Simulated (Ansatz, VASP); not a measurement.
**Co in VASP and in Ansatz**

```
Co
1.0
     2.44435    0.00000    0.00000
    -1.22218    2.11687    0.00000
     0.00000    0.00000    3.94813
Co
2
Direct
  0.33333 0.66667 0.25000
  0.66667 0.33333 0.75000
```

Alike in both runs: functional PBEsol; dispersion D4; k mesh 21 × 21 × 10; occupations gaussian, width 0.1 eV; collinear spin.

Ansatz relaxed the structure, and its values are those at the end. VASP's run is a single point on that final structure, the one shown.

|  | VASP | Ansatz |
| --- | --- | --- |
| version | VASP 6.6.1 | Ansatz 0.2.0 |
| potentials or method | VASP PAW PBE potentials, release 64 (Co), cutoff 600 eV | scalar-relativistic, plane waves, PAW |
| valence electrons in the cell | 18 | 34 |

|  | VASP | Ansatz | Ansatz less VASP |
| --- | --- | --- | --- |
| gap on the k mesh at the Fermi level (eV) | none | none | - |
| pressure (GPa) | -1.2 | 0.0 | +1.16 |
| net moment per atom (μB) | 1.55 | 1.55 | +0.007 |
| size of the moment on the site where the two differ most (μB) | 1.55 | 1.62 | +0.064 |

VASP's potentials were made for PBE, not for PBEsol. Site moments also hang on the region over which each program counts them. A gap of «none» marks a metal or a gap that the smearing closes. VASP's potentials hold 18 valence electrons a cell and Ansatz's 34, so a difference there can come from the potentials and not from the codes.
